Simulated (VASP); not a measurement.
Crystal: KBr.

```xyz
2
Lattice="3.9763 0.0000 0.0000 0.0000 3.9763 0.0000 0.0000 0.0000 3.9763" Properties=species:S:1:pos:R:3 pbc="T T T"
K     0.0000    0.0000    0.0000
Br    1.9881    1.9881    1.9881
```

Base run:

```yaml
Program: VASP 6.6.1
Functional: r2SCAN
Potentials_or_basis: VASP PAW PBE potentials, release 64 (K_sv, Br)
Cutoff: 520 eV
k_mesh: 4 × 4 × 4
Occupations: gaussian, width 0.01 eV
Spin: no spin polarisation
```

Its results: band gap on the k mesh 4.77 eV (least direct gap 5.05 eV); pressure 0.0 GPa.

Task: The run is repeated on the same cell with these changes: functional from r2SCAN to PBE; k mesh from 4 × 4 × 4 to 6 × 6 × 6. What comes out?

Result: Band gap on the k mesh 4.02 eV (least direct gap 4.30 eV); pressure 0.9 GPa.

Several settings changed at once.

Caveats: the structure was generated, so it needn't be the stable form of KBr; the PAW data sets were made with another functional, which shifts forces and pressure a little (at least some runs).

A k mesh can miss the band edges.
